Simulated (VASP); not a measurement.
# NaH (P6_3/mmc) in VASP: notebook, part 2 of 2

VASP 6.6.1. The steps go on from the part before.

**3. Single point, PBE**

Input file INCAR:

```
SYSTEM = NaH
PREC = Accurate ; ENCUT = 520
EDIFF = 1E-7 ; ISMEAR = 0
SIGMA = 0.01 ; LREAL = .False.
LASPH = .True. ; NELM = 60
ALGO = Normal ; ISIF = 2
LWAVE = .False. ; LCHARG = .False.
GGA = PE ; NBANDS = 16
```

Input file KPOINTS:

```
Automatic mesh
0
Gamma
  6 6 4
  0 0 0
```

Input file POSCAR:

```
NaH
1.0
    3.3191587684      0.0000000000      0.0000000000
   -1.6595793842      2.8744758126      0.0000000000
    0.0000000000      0.0000000000      5.8309537807
Na H
2 2
Direct
    0.0000000000      0.0000000000      0.0000000000
    0.0000000000      0.0000000000      0.5000000000
    0.3333333333      0.6666666667      0.2500000000
    0.6666666667      0.3333333333      0.7500000000
```

Potentials or basis: VASP PAW PBE potentials, release 64 (Na_pv, H).

Run with:

```
$ cat potpaw_PBE.64/Na_pv/POTCAR potpaw_PBE.64/H/POTCAR > POTCAR
$ mpirun -np 1 vasp_std > vasp.out
```

It took 23 s on 1 thread of Intel Xeon Platinum 8488C (Sapphire Rapids), shared host; peak memory 0.18 GiB.

It converged, with:

| Item | Value |
| --- | --- |
| Free energy | -9.9955 eV |
| Pressure | 0.6 GPa |
| Band gap on the k mesh | 3.45 eV, indirect (least direct gap 4.51 eV) |

Stress tensor (GPa, compression positive):
```
0.48 0.00 0.00
0.00 0.48 0.00
0.00 0.00 0.70
```

Levels at points of the mesh, in eV from the valence-band top:
```csv
k point,band 6,band 7,band 8,band 9,band 10,band 11
"(0.00, 0.00, 0.00)",-22.15,-3.61,-1.12,3.45,10.47,11.50
"(0.50, 0.00, 0.00)",-22.15,-0.75,-0.20,4.45,5.96,7.12
"(0.00, 0.00, 0.50)",-22.18,-2.67,-2.67,6.67,6.67,12.08
"(0.50, 0.00, 0.50)",-22.20,-0.43,-0.43,4.41,4.41,9.85
```

A k mesh can miss the band edges. A hybrid or GW would open this gap; PBE tends to underestimate it.

**4. Single point, r2SCAN**

POSCAR is that of step 3.

Input file INCAR.step1:

```
SYSTEM = NaH
PREC = Accurate
ENCUT = 520
ISMEAR = 0
SIGMA = 0.01
LREAL = .FALSE.
LASPH = .TRUE.
NELM = 100
NBANDS = 16
GGA = PE
ALGO = Normal
EDIFF = 1E-4
LWAVE = .TRUE.
LCHARG = .FALSE.
```

Input file INCAR.step2:

```
SYSTEM = NaH
PREC = Accurate
ENCUT = 520
EDIFF = 1E-6
ISMEAR = 0
SIGMA = 0.01
LREAL = .FALSE.
LASPH = .TRUE.
NELM = 100
ALGO = Normal
ISIF = 2
LWAVE = .FALSE.
LCHARG = .FALSE.
METAGGA = R2SCAN
LMIXTAU = .TRUE.
NBANDS = 16
ISTART = 1
```

Input file KPOINTS:

```
Automatic mesh
0
G
  6 6 2
  0 0 0
```

Potentials or basis: VASP PAW PBE potentials, release 64 (Na_pv, H).

Run with:

```
$ cat potpaw_PBE.64/Na_pv/POTCAR potpaw_PBE.64/H/POTCAR > POTCAR
$ cp INCAR.step1 INCAR
$ mpirun -np 1 vasp_std > vasp.out
$ cp INCAR.step2 INCAR
$ mpirun -np 1 vasp_std > vasp.out
```

OUTCAR:

```text
SYSTEM = NaH
   PREC = Accurate
   ENCUT = 520
   EDIFF = 1E-6
   ISMEAR = 0
   LREAL = .FALSE.
   LASPH = .TRUE.
   NELM = 100
   ISIF = 2
   METAGGA = R2SCAN
   ISTART = 1

 ion  position               nearest neighbor table
   1  0.000  0.000  0.000-
   2  0.000  0.000  0.500-
   3  0.333  0.667  0.250-
   4  0.667  0.333  0.750-

  LATTYP: Found a hexagonal cell.
 ALAT       =     3.3191587684
[... 452 lines left out ...]

  FORCE on cell =-STRESS in cart. coord.  units (eV):
  Direction    XX          YY          ZZ          XY          YZ          ZX
  --------------------------------------------------------------------------------------
  -------------------------------------------------------------------------------------
  Total       -0.0999229     -0.0999229     -0.0219188      0.0000000      0.0000000      0.0000000
  in kB       -2.8777239     -2.8777239     -0.6312493      0.0000000      0.0000000      0.0000000
  external PRESSURE =      -2.1288990 kB  Pullay stress =       0.0000000 kB

 VOLUME and BASIS-vectors are now :
 -----------------------------------------------------------------------------
  energy-cutoff  :      520.00
  volume of cell :       55.63
      direct lattice vectors                 reciprocal lattice vectors
     3.319158768  0.000000000  0.000000000     0.301281159  0.173944758  0.000000000
    -1.659579384  2.874475813  0.000000000     0.000000000  0.347889516  0.000000000
     0.000000000  0.000000000  5.830953781     0.000000000  0.000000000  0.171498530

 POSITION                                       TOTAL-FORCE (eV/Angst)
 -----------------------------------------------------------------------------------
      0.00000      0.00000      0.00000        -0.000000     -0.000000      0.000000
      0.00000      0.00000      2.91548        -0.000000     -0.000000      0.000000
     -0.00000      1.91632      1.45774        -0.000000      0.000000     -0.000000
      1.65958      0.95816      4.37322         0.000000     -0.000000      0.000000
 -----------------------------------------------------------------------------------
    total drift:                               -0.000000     -0.000000      0.000000

  FREE ENERGIE OF THE ION-ELECTRON SYSTEM (eV)
  ---------------------------------------------------
  free  energy   TOTEN  =       -15.0189000196 eV

  energy  without entropy=      -15.0189000196  energy(sigma->0) =      -15.01890002
```

OUTCAR.step1:

```text
SYSTEM = NaH
   PREC = Accurate
   ENCUT = 520
   ISMEAR = 0
   LREAL = .FALSE.
   LASPH = .TRUE.
   NELM = 100
[... 484 lines left out ...]
      0.00000      0.00000      2.91548         0.000000      0.000000     -0.000000
     -0.00000      1.91632      1.45774        -0.000000     -0.000000      0.000000
      1.65958      0.95816      4.37322         0.000000      0.000000     -0.000000
 -----------------------------------------------------------------------------------
    total drift:                               -0.000000     -0.000000      0.000000

  FREE ENERGIE OF THE ION-ELECTRON SYSTEM (eV)
  ---------------------------------------------------
  free  energy   TOTEN  =        -9.9875891064 eV

  energy  without entropy=       -9.9875891064  energy(sigma->0) =       -9.98758911
```

It took 51 s on 1 thread of Intel Xeon Platinum 8488C (Sapphire Rapids), shared host; peak memory 0.19 GiB.

Results:

- Free energy: -15.0189 eV
- Pressure: -0.2 GPa
- Band gap on the k mesh: 4.06 eV, indirect (least direct gap 5.17 eV)

Caveat: the k points lie up to 0.54 Å⁻¹ apart; the PAW data sets were made with another functional, which shifts forces and pressure a little. A k mesh can miss the band edges.

**5. Overview**

```csv
level,potentials or basis,k mesh,gap on the mesh (eV),pressure (GPa)
LDA,"VASP PAW LDA potentials, release 64 (Na_pv, H)",6 × 6 × 2,3.08,-1.6
PBE,"VASP PAW PBE potentials, release 64 (Na_pv, H)",6 × 6 × 4,3.45,0.6
r2SCAN,"VASP PAW PBE potentials, release 64 (Na_pv, H)",6 × 6 × 2,4.06,-0.2
```

Alike in all rows: task single point; no spin polarisation; cell as given; cutoff (eV) 520; smearing gaussian 0.01 eV.

Caveats: some runs use coarse meshes; the PAW data sets were made with another functional, which shifts forces and pressure a little (some runs).

Absolute energies hang on the potentials; compare differences alone.
